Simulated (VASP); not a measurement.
Write the native input for VASP 6.6.1 that does the following.

* Task: single point
* Functional: PBE
* Potentials or basis: VASP PAW PBE potentials, release 64 (Al)
* Cutoff: 500 eV
* k mesh: 8 × 8 × 8
* Occupations: fermi-dirac, width 0.1 eV
* Spin: no spin polarisation
* Dipole correction: no
* Further INCAR settings: ALGO = Normal; EDIFF = 1e-06; NBANDS = 8

The structure of Al lies in POSCAR:

```
Al
1.0
    0.0000000000      1.9694923731      1.9694923731
    1.9694923731      0.0000000000      1.9694923731
    1.9694923731      1.9694923731      0.0000000000
Al
1
Direct
    0.0000000000      0.0000000000      0.0000000000
```

One way to write it, as run:

INCAR

```
SYSTEM = Al
  ALGO = Normal
  EDIFF = 1E-6
  ENCUT = 500
  GGA = PE
  GGA_COMPAT = .FALSE.
  ISIF = 2
  ISMEAR = -1
  LASPH = .TRUE.
  LCHARG = .FALSE.
  LREAL = .FALSE.
  LWAVE = .FALSE.
  NBANDS = 8
  NELM = 120
  PREC = Accurate
  SIGMA = 0.1
```

KPOINTS

```
k-points
0
G
  8 8 8
  0 0 0
```

Potentials or basis: VASP PAW PBE potentials, release 64 (Al).

The run is started by

```console
$ cat potpaw_PBE.64/Al/POTCAR > POTCAR
$ mpirun -np 1 vasp_std > vasp.out
```

It gave:

| Item | Value |
| --- | --- |
| Pressure | 7.4 GPa |

Wall time 1.5 s on 1 thread of Intel(R) Xeon(R) 6975P-C (Granite Rapids), on a shared host, peak memory 0.11 GiB.
